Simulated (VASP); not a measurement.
LiCl: single point with PBE

The system is LiCl.

```
Li Cl
1.0
     0.00000    2.57514    2.57514
     2.57514    0.00000    2.57514
     2.57514    2.57514    0.00000
Li Cl
1 1
Direct
  0.00000 0.00000 0.00000
  0.50000 0.50000 0.50000
```

```yaml
Program: VASP 6.6.1
Task: single point
Functional: PBE
Potentials_or_basis: VASP PAW PBE potentials, release 64 (Li_sv, Cl)
Cutoff: 520 eV
k_mesh: 8 × 8 × 8
Occupations: gaussian, width 0.02 eV
Spin: no spin polarisation
Dipole_correction: no
Further_INCAR_settings: ALGO = Normal; EDIFF = 1e-06; NBANDS = 12
```

The band gap on the k mesh is 6.27 eV, direct.

Levels at points of the mesh, in eV from the valence-band top:
| k point | band 1 | band 2 | band 3 | band 4 | band 5 | band 6 | band 7 | band 8 | band 9 | band 10 |
| --- | --- | --- | --- | --- | --- | --- | --- | --- | --- | --- |
| (0.00, 0.00, 0.00) | -43.54 | -13.35 | 0.00 | 0.00 | 0.00 | 6.27 | 11.93 | 11.93 | 11.93 | 14.46 |
| (0.50, 0.00, 0.00) | -43.54 | -12.80 | -2.76 | -0.25 | -0.25 | 6.75 | 9.49 | 9.49 | 12.85 | 16.82 |
| (0.50, 0.50, 0.00) | -43.54 | -12.57 | -2.84 | -1.08 | -1.08 | 7.86 | 8.31 | 12.34 | 14.02 | 14.02 |

Wall time 14 s on 1 thread of Intel Xeon 6975P-C, with other jobs on the host, peak memory 0.15 GiB.

 A k mesh can miss the band edges.
